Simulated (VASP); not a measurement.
# Zr (P6_3/mmc) in VASP: further runs

The runs below take Zr through single point, with PBEsol-based screened hybrid, r2SCAN0, r2SCANh, PBEsol.

Everything below comes from runs of VASP 6.6.1. Logs are shortened: lines on timing, memory, paths and dates and some standing lists are left out, and cuts for length are marked.

## (1) The cell of the first run

The structure is hexagonal, space group P6_3/mmc (No. 194). The conventional cell has a = 3.232 Å, b = 3.232 Å, c = 5.147 Å, α = 90.00°, β = 90.00°, γ = 120.00°. Zr (site symmetry -6m2) has 12 Zr at 3.18 to 3.23 Å within 4.2 Å.

## (2) Single point, PBEsol-based screened hybrid

POSCAR

```
Zr
1.0
    3.2320000000      0.0000000000      0.0000000000
   -1.6160000000      2.7989941050      0.0000000000
    0.0000000000      0.0000000000      5.1470000000
Zr
2
Direct
    0.6666666667      0.3333333333      0.7500000000
    0.3333333333      0.6666666667      0.2500000000
```

INCAR.step1

```
SYSTEM = Zr
PREC = Accurate ; ENCUT = 520
EDIFF = 1E-5 ; ISMEAR = -1
SIGMA = 0.05 ; LREAL = .False.
LASPH = .True. ; NELM = 60
ALGO = Normal ; ISIF = 2
LWAVE = .True. ; LCHARG = .False.
GGA = PE ; NBANDS = 19
```

INCAR.step2

```
SYSTEM = Zr
PREC = Accurate ; ENCUT = 520
EDIFF = 1E-6 ; ISMEAR = -1
SIGMA = 0.05 ; LREAL = .False.
LASPH = .True. ; NELM = 60
ALGO = Normal ; ISIF = 2
LWAVE = .False. ; LCHARG = .False.
GGA = PS ; LHFCALC = .True.
AEXX = 0.25 ; HFSCREEN = 0.207
PRECFOCK = Normal ; ISTART = 1
NBANDS = 19
```

KPOINTS

```
regular mesh
0
Gamma
  5 5 3
  0 0 0
```

Potentials or basis: VASP PAW PBE potentials, release 64 (Zr_sv).

The run is started by

```bash
$ cat potpaw_PBE.64/Zr_sv/POTCAR > POTCAR
$ cp INCAR.step1 INCAR
$ mpirun -np 1 vasp_std > vasp.out
$ cp INCAR.step2 INCAR
$ mpirun -np 1 vasp_std > vasp.out
```

OUTCAR:

```text
SYSTEM = Zr
   PREC = Accurate
   ENCUT = 520
   EDIFF = 1E-6
   ISMEAR = -1
   LREAL = .False.
   LASPH = .True.
   NELM = 60
   ISIF = 2
   GGA = PS
   LHFCALC = .True.
   AEXX = 0.25
   HFSCREEN = 0.207
   PRECFOCK = Normal
   ISTART = 1

 ion  position               nearest neighbor table
   1  0.667  0.333  0.750-   2 3.18   2 3.18   2 3.18   2 3.18   2 3.18   2 3.18
   2  0.333  0.667  0.250-   1 3.18   1 3.18   1 3.18   1 3.18   1 3.18   1 3.18

  LATTYP: Found a hexagonal cell.
 ALAT       =     3.2320000000
 C/A-ratio  =     1.5925123762

  Lattice vectors:

 A1 = (   3.2320000000,   0.0000000000,   0.0000000000)
 A2 = (  -1.6160000000,   2.7989941050,   0.0000000000)
 A3 = (   0.0000000000,   0.0000000000,   5.1470000000)

Analysis of symmetry for initial positions (statically):
=====================================================================
 Subroutine PRICEL returns:
 Original cell was already a primitive cell.

 Routine SETGRP: Setting up the symmetry group for a
 hexagonal supercell.

 Subroutine GETGRP returns: Found 24 space group operations
 (whereof 12 operations were pure point group operations)
 out of a pool of 24 trial point group operations.

The static configuration has the point symmetry D_3d.
 The point group associated with its full space group is D_6h.

Analysis of symmetry for dynamics (positions and initial velocities):
=====================================================================
 Subroutine PRICEL returns:
 Original cell was already a primitive cell.

 Routine SETGRP: Setting up the symmetry group for a
 hexagonal supercell.

 Subroutine GETGRP returns: Found 24 space group operations
 (whereof 12 operations were pure point group operations)
 out of a pool of 24 trial point group operations.

The dynamic configuration has the point symmetry D_3d.
 The point group associated with its full space group is D_6h.

 Subroutine INISYM returns: Found 24 space group operations
 (whereof 12 operations are pure point group operations),
 and found     1 'primitive' translations

----------------------------------------------------------------------------------------

                                     Primitive cell

  volume of cell :      46.5616

  direct lattice vectors                    reciprocal lattice vectors
     3.232000000  0.000000000  0.000000000     0.309405941  0.178635603  0.000000000
    -1.616000000  2.798994105  0.000000000     0.000000000  0.357271206  0.000000000
     0.000000000  0.000000000  5.147000000     0.000000000  0.000000000  0.194287935

  length of vectors
     3.232000000  3.232000000  5.147000000     0.357271206  0.357271206  0.194287935

  position of ions in fractional coordinates (direct lattice)
     0.666666667  0.333333333  0.750000000
     0.333333333  0.666666667  0.250000000

  ion indices of the primitive-cell ions
   primitive index   ion index
                 1           1
                 2           2

----------------------------------------------------------------------------------------

 KPOINTS: regular mesh

Automatic generation of k-mesh.
 Grid dimensions read from file:
 generate k-points for:    5    5    3

 Generating k-lattice:

  Cartesian coordinates                     Fractional coordinates (reciprocal lattice)
     0.061881188  0.035727121  0.000000000     0.200000000  0.000000000  0.000000000
     0.000000000  0.071454241  0.000000000     0.000000000  0.200000000  0.000000000
     0.000000000  0.000000000  0.064762645     0.000000000  0.000000000  0.333333333

  Length of vectors
     0.071454241  0.071454241  0.064762645

  Shift w.r.t. Gamma in fractional coordinates (k-lattice)
     0.000000000  0.000000000  0.000000000

 Subroutine IBZKPT returns following result:
 ===========================================

 Found     10 irreducible k-points:

 Following reciprocal coordinates:
            Coordinates               Weight
  0.000000  0.000000  0.000000      1.000000
  0.200000  0.000000  0.000000      6.000000
  0.400000  0.000000  0.000000      6.000000
  0.200000  0.200000  0.000000      6.000000
  0.400000  0.200000  0.000000      6.000000
  0.000000  0.000000  0.333333      2.000000
  0.200000  0.000000  0.333333     12.000000
  0.400000  0.000000  0.333333     12.000000
  0.200000  0.200000  0.333333     12.000000
  0.400000  0.200000  0.333333     12.000000
   k-points           NKPTS =     10   k-points in BZ     NKDIM =     75   number of bands    NBANDS=     19
   number of dos      NEDOS =    301   number of ions     NIONS =      2
   total plane-waves  NPLWV =  23040
   dimension x,y,z NGX =    24 NGY =   24 NGZ =   40
   dimension x,y,z NGXF=    48 NGYF=   48 NGZF=   80
   ions per type =               2
   NGX,Y,Z   is equivalent  to a cutoff of  12.34, 12.34, 12.92 a.u.
   NGXF,Y,Z  is equivalent  to a cutoff of  24.69, 24.69, 25.84 a.u.
 SYSTEM =  Zr
   PREC   = accura    normal or accurate (medium, high low for compatibility)
   ISTART =      1    job   : 0-new  1-cont  2-samecut
   ICHARG =      0    charge: 1-file 2-atom 10-const
   ISPIN  =      1    spin polarized calculation?
   LNONCOLLINEAR =      F non collinear calculations
   LSORBIT =      F    spin-orbit coupling
   LASPH  =      T    aspherical Exc in radial PAW
   ENCUT  =  520.0 eV  38.22 Ry    6.18 a.u.   6.01  6.01  9.57*2*pi/ulx,y,z
   NELM   =     60;   NELMIN=  2; NELMDL=  0     # of ELM steps
   EDIFF  = 0.1E-05   stopping-criterion for ELM
   LREAL  =      F    real-space projection
   EDIFFG = 0.1E-04   stopping-criterion for IOM
   NSW    =      0    number of steps for IOM
   IBRION =     -1    ionic relax: 0-MD 1-quasi-New 2-CG
   NFREE  =      0    steps in history (QN), initial steepest desc. (CG)
   ISIF   =      2    stress and relaxation
   ISYM   =      3    0-nonsym 1-usesym 2-fastsym
   POTIM  = 0.5000    time-step for ionic-motion
   TEBEG  =    0.0;   TEEND  =   0.0 temperature during run
   PSTRESS=    0.0 pullay stress
   NELECT =      24.0000    total number of electrons
   NUPDOWN=      -1.0000    fix difference up-down
   EMIN   =  10.00;   EMAX   =-10.00  energy-range for DOS
   EFERMI =   0.00;   METHOD = LEGACY
   ISMEAR =    -1;   SIGMA  =   0.05  broadening in eV -4-tet -1-fermi 0-gaus
   EFERMI_NEDOS =   21; number of points for ismear=-14 and -15
   IALGO  =     38    algorithm
   IMIX   =      1    mixing-type and parameters
     AMIX     =   0.40;   BMIX     =  1.00
     AMIX_MAG =   1.60;   BMIX_MAG =  1.00
  volume/ion in A,a.u.               =      23.28       157.11
  Fermi-wavevector in a.u.,A,eV,Ry     =   1.312611  2.480475 23.442130  1.722948
  Thomas-Fermi vector in A             =   2.442991
   LORBIT       =      0    0 simple, 1 ext, 2 COOP (PROOUT), +10 PAW based schemes
   GGA     = PS    functional components
   LHFCALC =     T    Hartree Fock is set to
   PRECFOCK=normal    Normal, Fast or Accurate (Low or Medium for compatibility)
   ENCUT4O =  -1.0   cutoff for four orbital integrals eV
   NKREDX  =     1    reduce k-point grid by
   NKREDY  =     1    reduce k-point grid by
   NKREDZ  =     1    reduce k-point grid by
   AEXX    =    0.2500 exact exchange contribution
   HFSCREEN=    0.2070 screening length (either q_TF or 0.3 A-1)
   HFSCREENC=   0.2070 screening length for correlation (either q_TF or 0.3 A-1)
   ENCUTFOCK=  -1.0 apply spherical cutoff to Coloumb kernel
   IVDW    =     0    specifies the selected vdW correction
   LEPSILON=     F    determine dielectric tensor
   LRPA    =     F    only Hartree local field effects (RPA)
 non-spin polarized calculation
  energy-cutoff  :      520.00
  volume of cell :       46.56
 maximum number of plane-waves:      1263
  NGX = 20; NGY = 20; NGZ = 30

 number of electron      24.0000000 magnetization

 Free energy of the ion-electron system (eV)
  ---------------------------------------------------
  ext. energy  EPLUGINS =         0.00000000
  ---------------------------------------------------
  free energy    TOTEN  =       -20.37192625 eV

  energy without entropy =      -20.35295813  energy(sigma->0) =      -20.36244219

 E-fermi :   8.8629     XC(G=0):  -9.2143

 val. band max:        8.8198301824   @ k =   0.4000   0.2000   0.3333
 cond. band min:       8.9914215653   @ k =   0.0000   0.0000   0.3333
 fundamental gap:      0.1715913829
 Fermi energy:         8.8629217392

 k-point     1 :       0.0000    0.0000    0.0000
  band No.  band energies     occupation
      1     -43.5503      2.00000
      2     -43.3752      2.00000
      3     -20.7766      2.00000
      4     -19.7669      2.00000
      5     -19.7669      2.00000
      6     -19.6403      2.00000
[... 11 lines left out ...]
     18      11.7103      0.00000
     19      14.0916      0.00000

 k-point     2 :       0.2000    0.0000    0.0000
  band No.  band energies     occupation
      1     -43.5031      2.00000
      2     -43.3574      2.00000
      3     -20.6412      2.00000
      4     -20.0402      2.00000
      5     -19.8910      2.00000
      6     -19.8478      2.00000
[... 11 lines left out ...]
     18      12.0120      0.00000
     19      14.6625      0.00000

 k-point     3 :       0.4000    0.0000    0.0000
  band No.  band energies     occupation
      1     -43.4152      2.00000
      2     -43.3390      2.00000
      3     -20.4889      2.00000
      4     -20.3497      2.00000
      5     -20.2891      2.00000
      6     -19.9681      2.00000
[... 11 lines left out ...]
     18      14.3158      0.00000
     19      15.0730      0.00000

 k-point     4 :       0.2000    0.2000    0.0000
  band No.  band energies     occupation
      1     -43.4343      2.00000
      2     -43.3403      2.00000
      3     -20.4214      2.00000
      4     -20.2817      2.00000
      5     -20.2464      2.00000
      6     -19.9550      2.00000
[... 99 lines left out ...]
     18      14.1773      0.00000
     19      14.6864      0.00000

 k-point     9 :       0.2000    0.2000    0.3333
  band No.  band energies     occupation
      1     -43.4108      2.00000
      2     -43.3638      2.00000
      3     -20.5034      2.00000
      4     -20.3841      2.00000
      5     -20.0146      2.00000
      6     -20.0028      2.00000
[... 11 lines left out ...]
     18      14.1109      0.00000
     19      14.8120      0.00000

 k-point    10 :       0.4000    0.2000    0.3333
  band No.  band energies     occupation
      1     -43.3691      2.00000
      2     -43.3516      2.00000
      3     -20.5673      2.00000
      4     -20.4842      2.00000
      5     -20.1803      2.00000
      6     -20.0213      2.00000
[... 11 lines left out ...]
     18      14.6399      0.00000
     19      16.2702      0.00000

------------------------ aborting loop because EDIFF is reached ----------------------------------------

  FORCE on cell =-STRESS in cart. coord.  units (eV):
  Direction    XX          YY          ZZ          XY          YZ          ZX
  --------------------------------------------------------------------------------------
  -------------------------------------------------------------------------------------
  Total       -0.2596605     -0.2596605     -1.3271784      0.0000000      0.0000000      0.0000000
  in kB       -8.9348860     -8.9348860    -45.6680407      0.0000000      0.0000000      0.0000000
  external PRESSURE =     -21.1792709 kB  Pullay stress =       0.0000000 kB

 VOLUME and BASIS-vectors are now :
 -----------------------------------------------------------------------------
  energy-cutoff  :      520.00
  volume of cell :       46.56
      direct lattice vectors                 reciprocal lattice vectors
     3.232000000  0.000000000  0.000000000     0.309405941  0.178635603  0.000000000
    -1.616000000  2.798994105  0.000000000     0.000000000  0.357271206  0.000000000
     0.000000000  0.000000000  5.147000000     0.000000000  0.000000000  0.194287935

 POSITION                                       TOTAL-FORCE (eV/Angst)
 -----------------------------------------------------------------------------------
      1.61600      0.93300      3.86025        -0.000000      0.000000      0.000000
     -0.00000      1.86600      1.28675         0.000000     -0.000000     -0.000000
 -----------------------------------------------------------------------------------
    total drift:                                0.000000      0.000000      0.000000

  FREE ENERGIE OF THE ION-ELECTRON SYSTEM (eV)
  ---------------------------------------------------
  free  energy   TOTEN  =       -20.3719262513 eV

  energy  without entropy=      -20.3529581270  energy(sigma->0) =      -20.36244219
```

Run time: 12 min. Hardware: 1 thread of Intel Xeon Platinum 8488C (Sapphire Rapids), shared host; peak memory 0.26 GiB.

What came out:

- Free energy: -20.3719 eV
- Pressure: -2.1 GPa
- Band gap on the k mesh: zero (band 12 reaches 10.14 eV, above the bottom of band 13 at 8.82 eV)

Caveat: the k points lie up to 0.45 Å⁻¹ apart; the PAW data sets were made with another functional, which shifts forces and pressure a little.

## (3) Single point, r2SCAN0

POSCAR is that of step 2.

INCAR.step1

```
SYSTEM = Zr
PREC     = Accurate       ! precision mode
ENCUT    = 520            ! plane-wave cutoff, eV
EDIFF    = 1E-5           ! SCF threshold, eV
ISMEAR   = -1             ! smearing method
SIGMA    = 0.05           ! smearing width, eV
LREAL    = .False.        ! projectors in reciprocal space
LASPH    = .True.         ! aspherical terms in the spheres
NELM     = 60             ! most SCF steps
ALGO     = Normal         ! electronic algorithm
ISIF     = 2              ! what is computed and relaxed
LWAVE    = .True.         ! write WAVECAR
LCHARG   = .False.        ! write CHGCAR
GGA      = PE             ! functional
NBANDS   = 19             ! bands
```

INCAR.step2

```
SYSTEM = Zr
PREC     = Accurate       ! precision mode
ENCUT    = 520            ! plane-wave cutoff, eV
EDIFF    = 1E-6           ! SCF threshold, eV
ISMEAR   = -1             ! smearing method
SIGMA    = 0.05           ! smearing width, eV
LREAL    = .False.        ! projectors in reciprocal space
LASPH    = .True.         ! aspherical terms in the spheres
NELM     = 60             ! most SCF steps
ALGO     = Normal         ! electronic algorithm
ISIF     = 2              ! what is computed and relaxed
LWAVE    = .False.        ! write WAVECAR
LCHARG   = .False.        ! write CHGCAR
METAGGA  = R2SCAN         ! meta-GGA
LHFCALC  = .True.         ! exact exchange
AEXX     = 0.25           ! exact-exchange fraction
LMIXTAU  = .True.       
PRECFOCK = Normal       
ISTART   = 1            
NBANDS   = 19             ! bands
```

KPOINTS

```
Automatic mesh
0
Gamma
  5 5 3
  0 0 0
```

Potentials or basis: VASP PAW PBE potentials, release 64 (Zr_sv).

The run is started by

```bash
$ cat potpaw_PBE.64/Zr_sv/POTCAR > POTCAR
$ cp INCAR.step1 INCAR
$ mpirun -np 1 vasp_std > vasp.out
$ cp INCAR.step2 INCAR
$ mpirun -np 1 vasp_std > vasp.out
```

Wall time 15 min (1 thread of Intel Xeon Platinum 8488C (Sapphire Rapids), shared host); peak memory 0.18 GiB.

Results (log left out):

* Free energy: -43.3098 eV
* Pressure: 0.8 GPa
* Band gap on the k mesh: zero (band 12 reaches 10.67 eV, above the bottom of band 13 at 9.02 eV)

Stress tensor (GPa, compression positive):
```
 2.66  0.00  0.00
 0.00  2.66  0.00
 0.00  0.00 -2.93
```

Levels at points of the mesh, in eV from the Fermi level:
| k point | band 8 | band 9 | band 10 | band 11 | band 12 | band 13 | band 14 | band 15 | band 16 | band 17 |
| --- | --- | --- | --- | --- | --- | --- | --- | --- | --- | --- |
| (0.00, 0.00, 0.00) | -29.61 | -7.34 | -3.99 | 1.15 | 1.65 | 1.65 | 2.05 | 2.63 | 2.63 | 3.41 |

Caveat: the k points lie up to 0.45 Å⁻¹ apart; the PAW data sets were made with another functional, which shifts forces and pressure a little.

## (4) Single point, r2SCANh

POSCAR is that of step 3.

Changes to INCAR.step1 since step 3:

```diff
@@ -13,3 +13,3 @@
 LCHARG   = .False.        ! write CHGCAR
+NBANDS   = 19             ! bands
 GGA      = PE             ! functional
-NBANDS   = 19             ! bands
```

Changes to INCAR.step2 since step 3:

```diff
@@ -15,6 +15,6 @@
 LHFCALC  = .True.         ! exact exchange
-AEXX     = 0.25           ! exact-exchange fraction
+AEXX     = 0.1            ! exact-exchange fraction
 LMIXTAU  = .True.       
 PRECFOCK = Normal       
-ISTART   = 1            
 NBANDS   = 19             ! bands
+ISTART   = 1
```

KPOINTS is that of step 3.

The run is started by

```bash
$ cat potpaw_PBE.64/Zr_sv/POTCAR > POTCAR
$ cp INCAR.step1 INCAR
$ mpirun -np 1 vasp_std > vasp.out
$ cp INCAR.step2 INCAR
$ mpirun -np 1 vasp_std > vasp.out
```

Wall time 23 min (1 thread of Intel Xeon Platinum 8488C (Sapphire Rapids), shared host); peak memory 0.17 GiB.

The run converged. Its results:

| Quantity | Value |
| --- | --- |
| Free energy | -44.6025 eV |
| Pressure | 0.9 GPa |
| Band gap on the k mesh | zero (band 12 reaches 10.29 eV, above the bottom of band 13 at 8.82 eV) |

Stress tensor (GPa, compression positive):
```
 1.79  0.00  0.00
 0.00  1.79  0.00
 0.00  0.00 -0.98
```

Levels at points of the mesh, in eV from the Fermi level:
| k point | band 9 | band 10 | band 11 | band 12 | band 13 | band 14 | band 15 | band 16 |
| --- | --- | --- | --- | --- | --- | --- | --- | --- |
| (0.00, 0.00, 0.00) | -6.42 | -3.40 | 1.22 | 1.39 | 1.39 | 1.62 | 2.22 | 2.22 |

Caveat: the k points lie up to 0.45 Å⁻¹ apart; the PAW data sets were made with another functional, which shifts forces and pressure a little.

## (5) Single point, PBEsol, non-collinear spin, zero start, spin-orbit coupling

INCAR

```
SYSTEM = Zr
  PREC = Accurate
  ENCUT = 520
  EDIFF = 1E-7
  ISMEAR = -1
  SIGMA = 0.05
  LREAL = .FALSE.
  LASPH = .TRUE.
  NELM = 150
  ALGO = Normal
  ISIF = 2
  LWAVE = .FALSE.
  LCHARG = .FALSE.
  MAGMOM = 0 0 0 0 0 0
  LORBIT = 11
  LSORBIT = .TRUE.
  GGA_COMPAT = .FALSE.
  LORBMOM = .TRUE.
  LMAXMIX = 4
  GGA = PS
  NBANDS = 36
```

KPOINTS

```
Automatic mesh
0
G
  9 9 5
  0 0 0
```

POSCAR is that of step 4.

The run is started by

```bash
$ cat potpaw_PBE.64/Zr_sv/POTCAR > POTCAR
$ mpirun -np 1 vasp_ncl > vasp.out
```

Run time: 46 s. Hardware: 1 thread of Intel Xeon 6975P-C (Granite Rapids), shared host; peak memory 0.29 GiB.

The run converged. Its results:

```
Free energy                                           : -18.3029 eV
Pressure                                              : -3.3 GPa
Net moment                                            : 0.00 μB per cell
Valence electrons inside the program's atomic spheres : Zr 9.82
```

Stress tensor (GPa, compression positive):
```
-3.54  0.00  0.00
 0.00 -3.54  0.00
 0.00  0.00 -2.69
```

Moments on the atoms (μB; x, y, z):
```
Zr  0.00 0.00 0.00
Zr  0.00 0.00 0.00
```

Caveat: the PAW data sets were made with another functional, which shifts forces and pressure a little.

## (6) Overview

| level | spin | k mesh | grid for exact exchange (PRECFOCK) | share of exact exchange | screening parameter | gap on the mesh (eV) | pressure (GPa) |
| --- | --- | --- | --- | --- | --- | --- | --- |
| PBEsol-based screened hybrid | off | 5 × 5 × 3 | Normal | 0.25 | 0.207 1/Å | none | -2.1 |
| r2SCAN0 | off | 5 × 5 × 3 | Normal | - | - | none | 0.8 |
| r2SCANh | off | 5 × 5 × 3 | Normal | - | - | none | 0.9 |
| PBEsol | non-collinear, zero start, SOC | 9 × 9 × 5 | - | - | - | - | -3.3 |

Alike in all rows: task single point; potentials or basis VASP PAW PBE potentials, release 64 (Zr_sv); cell as given; cutoff (eV) 520; smearing fermi-dirac 0.05 eV.

Caveats: some runs use coarse meshes; the PAW data sets were made with another functional, which shifts forces and pressure a little.

Total energies depend on the potentials used, so only differences within one code and one set of settings carry meaning.
